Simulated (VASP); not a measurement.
Li8H5F3: single point with r2SCAN

Crystal: Li8H5F3.

```
H F Li
1.0
     8.00629    0.00000    0.00000
     0.00000    8.00629    0.00000
     0.00000    0.00000    8.00629
H F Li
20 12 32
Direct
  0.24807 0.99962 0.99983
  0.24765 0.99886 0.50109
  0.24921 0.50208 0.50151
  0.75280 0.99915 0.00050
  0.75067 0.50280 0.50026
  0.00101 0.24930 0.99949
  0.00043 0.75094 0.00002
  0.00131 0.74964 0.49999
  0.49912 0.24944 0.99924
  0.00120 0.99762 0.24822
  0.00198 0.99878 0.75083
  0.00085 0.50177 0.25026
  0.00109 0.50178 0.75006
  0.49993 0.50116 0.25092
  0.49878 0.50047 0.74964
  0.24869 0.25070 0.75079
  0.24779 0.75067 0.25071
  0.24766 0.74972 0.75002
  0.75311 0.74888 0.25066
  0.75299 0.74914 0.75019
  0.25054 0.50023 0.00120
  0.74992 0.00087 0.49993
  0.74984 0.49952 0.00008
  0.99939 0.24995 0.49922
  0.49983 0.24960 0.49986
  0.50005 0.75047 0.00019
  0.50026 0.75172 0.50008
  0.50023 0.00007 0.25011
  0.50051 0.99970 0.75000
  0.25011 0.25026 0.25113
  0.75030 0.25031 0.25029
  0.75029 0.25036 0.74958
  0.00117 0.99865 0.99957
  0.99988 0.99981 0.49984
  0.00100 0.50159 0.99962
  0.00056 0.50136 0.50050
  0.49931 0.99799 0.99976
  0.50053 0.99930 0.50054
  0.49973 0.50221 0.99977
  0.49968 0.50224 0.50040
  0.24899 0.25181 0.00090
  0.24898 0.25082 0.49966
  0.24940 0.74847 0.00064
  0.24979 0.75016 0.50003
  0.75129 0.25154 0.00056
  0.75042 0.24997 0.49985
  0.75073 0.74811 0.99999
  0.75015 0.75121 0.50027
  0.24968 0.00093 0.24950
  0.24972 0.99958 0.75089
  0.24908 0.49974 0.24904
  0.24906 0.50128 0.75195
  0.75036 0.00067 0.25030
  0.75025 0.00103 0.74978
  0.75163 0.49991 0.24873
  0.75118 0.49968 0.75162
  0.00047 0.25012 0.25136
  0.99948 0.24984 0.74868
  0.00051 0.75070 0.25068
  0.00061 0.75040 0.74979
  0.49940 0.24872 0.25188
  0.50015 0.24887 0.74833
  0.49952 0.75192 0.25122
  0.49968 0.75181 0.74956
```

| Item | Value |
| --- | --- |
| Program | VASP 6.6.1 |
| Task | single point |
| Functional | r2SCAN |
| Potentials or basis | VASP PAW PBE potentials, release 64 (H, F, Li_sv) |
| Cutoff | 520 eV |
| k mesh | 1 × 1 × 1 |
| Occupations | fermi-dirac, width 0.05 eV |
| Spin | no spin polarisation |
| Dipole correction | no |
| Further INCAR settings | LREAL = Auto; ALGO = Normal; EDIFF = 1e-06; NBANDS = 138 |

The largest force is 0.089 eV/Å. The band gap on the k mesh is 5.24 eV.

Forces in eV/Å, atoms in the order of the input:
```
H    0.035  0.001  0.024
H    0.028  0.004 -0.024
H    0.009 -0.009 -0.038
H   -0.028 -0.027 -0.014
H    0.012  0.003  0.002
H    0.012 -0.001 -0.011
H   -0.005 -0.011 -0.005
H   -0.010  0.001  0.003
H   -0.006  0.008 -0.001
H   -0.037  0.055  0.055
H   -0.065  0.050 -0.036
H   -0.004 -0.044  0.028
H   -0.028 -0.067 -0.027
H   -0.002 -0.023 -0.025
H    0.030 -0.035  0.022
H    0.040 -0.006  0.029
H    0.042 -0.027 -0.005
H    0.057  0.003  0.017
H   -0.046  0.039 -0.009
H   -0.048  0.043 -0.003
F   -0.065  0.050 -0.013
F    0.010 -0.019  0.008
F    0.059  0.024 -0.006
F    0.030 -0.007  0.006
F   -0.005  0.001  0.005
F   -0.008  0.016 -0.008
F   -0.002 -0.017  0.016
F    0.002 -0.027 -0.003
F    0.003 -0.030  0.005
F   -0.035 -0.009  0.011
F    0.016 -0.013 -0.003
F    0.011 -0.005  0.012
Li  -0.003  0.006 -0.013
Li  -0.072  0.029  0.010
Li  -0.012  0.010 -0.005
Li   0.006  0.002  0.011
Li   0.003 -0.035 -0.006
Li   0.048  0.053 -0.027
Li  -0.006  0.058  0.003
Li   0.002  0.004 -0.003
Li   0.013  0.015  0.046
Li   0.022  0.032 -0.050
Li   0.038 -0.019  0.027
Li   0.035  0.012  0.007
Li  -0.001  0.028  0.005
Li  -0.033 -0.037  0.014
Li  -0.029 -0.028  0.010
Li  -0.021  0.025 -0.001
Li   0.059  0.044 -0.001
Li   0.056  0.026  0.002
Li   0.015 -0.056 -0.017
Li   0.008 -0.033  0.001
Li  -0.056  0.065  0.007
Li  -0.042  0.051 -0.005
Li   0.000 -0.070 -0.004
Li  -0.003 -0.082  0.012
Li  -0.023 -0.002  0.016
Li  -0.038 -0.008 -0.022
Li   0.000 -0.014  0.004
Li  -0.008 -0.002 -0.008
Li   0.015 -0.033  0.013
Li   0.039 -0.026 -0.014
Li  -0.008  0.036 -0.012
Li  -0.006  0.030 -0.010
```

Levels at points of the mesh, in eV from the valence-band top:
| k point | band 98 | band 99 | band 100 | band 101 | band 102 | band 103 |
| --- | --- | --- | --- | --- | --- | --- |
| (0.00, 0.00, 0.00) | -0.46 | -0.13 | 0.00 | 5.24 | 5.40 | 5.65 |

Run time: 6.3 min on 1 thread of AMD EPYC 7R13 Processor (Zen 3), with other jobs on the host, peak memory 0.51 GiB.

Caveat: the k points lie up to 0.78 Å⁻¹ apart; the PAW data sets were made with another functional, which shifts forces and pressure a little; an odd mesh through Γ misses points on the zone boundary, where band edges can lie.
